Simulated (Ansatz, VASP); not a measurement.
## PbO in VASP and in Ansatz

File INCAR:

```
PREC = Accurate
ENCUT = 520
EDIFF = 1E-7
ISMEAR = 0
SIGMA = 0.05
LREAL = False
LASPH = True
NELM = 80
ALGO = Normal
ISIF = 2
LWAVE = False
LCHARG = True
GGA = PE
LELF = True
LVHAR = True
NBANDS = 28
```

The input KPOINTS:

```
regular mesh
0
Gamma
  8 8 6
```

File POSCAR:

```
PbO
1.0
    3.8551680000      0.0000000000      0.0000000000
    0.0000000000      3.8551680000      0.0000000000
    0.0000000000      0.0000000000      5.1726600000
Pb O
2 2
Direct
    0.0000000000      0.5000000000      0.2351000000
    0.5000000000      0.0000000000      0.7649000000
    0.0000000000      0.0000000000      0.0000000000
    0.5000000000      0.5000000000      0.0000000000
```

Input for Ansatz:

```yaml
crystal:
  lattice:
    - [3.855168, 0.0, 0.0]
    - [0.0, 3.855168, 0.0]
    - [0.0, 0.0, 5.17266]
  atoms:
    - { symbol: Pb, position: [0.0, 0.5, 0.2351] }
    - { symbol: Pb, position: [0.5, 0.0, 0.7649] }
    - { symbol: O, position: [0.0, 0.0, 0.0] }
    - { symbol: O, position: [0.5, 0.5, 0.0] }
basis:
  ecutwfc: 420
kpoints:
  mp_grid: { grid: [8, 8, 6] }
hamiltonian:
  xc: pbe
scf:
  occupations: { method: gaussian, width: 0.05 }
output:
  forces: true
  stress: true
  eigenvalues: true
```

Change from the starting cell: strain -0.030 along x and y, +0.030 along z, atoms carried along.

Alike in both runs: task single point; functional PBE; k mesh 8 × 8 × 6; occupations gaussian, width 0.05 eV; no spin polarisation.

|  | VASP | Ansatz |
| --- | --- | --- |
| version | VASP 6.6.1 | Ansatz 0.2.0 |
| potentials or method | VASP PAW PBE potentials, release 64 (Pb_d, O), cutoff 520 eV | scalar-relativistic, plane waves, PAW |
| valence electrons in the cell | 40 | 40 |

Ansatz gave:

* gap on the k mesh at the Fermi level (eV): 1.03
* least direct gap on the mesh (eV): 2.25
* pressure (GPa): 8.7
* traceless stress, the component that is largest in VASP (GPa): -2.95
* rms of the force components (eV/Å): 0.272

**Question.** What did VASP give for the same quantities?

**Answer.** gap on the k mesh at the Fermi level (eV): 1.04; least direct gap on the mesh (eV): 2.25; pressure (GPa): 8.8; traceless stress, the component that is largest in VASP (GPa): -2.95; rms of the force components (eV/Å): 0.292.

Atom by atom the forces differ by 0.020 eV/Å (rms over components). With one functional, cell and mesh, what is left measures potentials, basis and numerics.

Neither program's run includes spin-orbit coupling.
